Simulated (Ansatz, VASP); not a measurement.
CaMg3 in VASP and in Ansatz

File INCAR:

```
SYSTEM = CaMg3
PREC = Accurate
ENCUT = 520
EDIFF = 1E-7
ISMEAR = 1
SIGMA = 0.05
LREAL = .FALSE.
LASPH = .TRUE.
NELM = 80
ALGO = Normal
ISIF = 2
LWAVE = .FALSE.
LCHARG = .TRUE.
GGA = CA
LELF = .TRUE.
LVHAR = .TRUE.
NBANDS = 16
```

File KPOINTS:

```
Automatic mesh
0
G
  6 6 6
  0 0 0
```

The input POSCAR:

```
CaMg3
1.0
   -2.5900875408      2.5900875408      3.6496702820
    2.5900875408     -2.5900875408      3.6496702820
    2.5900875408      2.5900875408     -3.6496702820
Ca Mg
1 3
Direct
    0.0000000000      0.0000000000      0.0000000000
    0.5000000000      0.5000000000      0.0000000000
    0.2500000000      0.7500000000      0.5000000000
    0.7500000000      0.2500000000      0.5000000000
```

Input for Ansatz:

```yaml
crystal:
  lattice:
    - [-2.590087540764851, 2.590087540764851, 3.64967028201274]
    - [2.590087540764851, -2.590087540764851, 3.64967028201274]
    - [2.590087540764851, 2.590087540764851, -3.64967028201274]
  atoms:
    - { symbol: Ca, position: [0.0, 0.0, 0.0] }
    - { symbol: Mg, position: [0.5, 0.5, 0.0] }
    - { symbol: Mg, position: [0.25, 0.75, 0.5] }
    - { symbol: Mg, position: [0.75, 0.25, 0.5] }
basis:
  ecutwfc: 500.0
kpoints:
  mp_grid:
    grid: [6, 6, 6]
hamiltonian:
  xc: lda
  pseudopotentials:
    kind: paw
scf:
  occupations:
    method: methfessel_paxton
    width: 0.05
output:
  stress: true
```

Alike in both runs: task single point; functional LDA; k mesh 6 × 6 × 6; occupations methfessel-paxton of order 1, width 0.05 eV; no spin polarisation.

|  | VASP | Ansatz |
| --- | --- | --- |
| version | VASP 6.6.1 | Ansatz 0.2.0 |
| potentials or method | VASP PAW LDA potentials, release 64 (Ca_sv, Mg), cutoff 520 eV | plane waves, PAW |
| valence electrons in the cell | 16 | 40 |

```csv
,VASP,Ansatz,Ansatz less VASP
pressure (GPa),-0.7,-0.4,+0.30
"traceless stress, the component that is largest in VASP (GPa)",-0.06,-0.06,-0.003
```

LDA's correlation is that of Perdew and Zunger in VASP and of Perdew and Wang (1992) in Ansatz. VASP's potentials hold 16 valence electrons a cell and Ansatz's 40, so a difference there can come from the potentials and not from the codes.
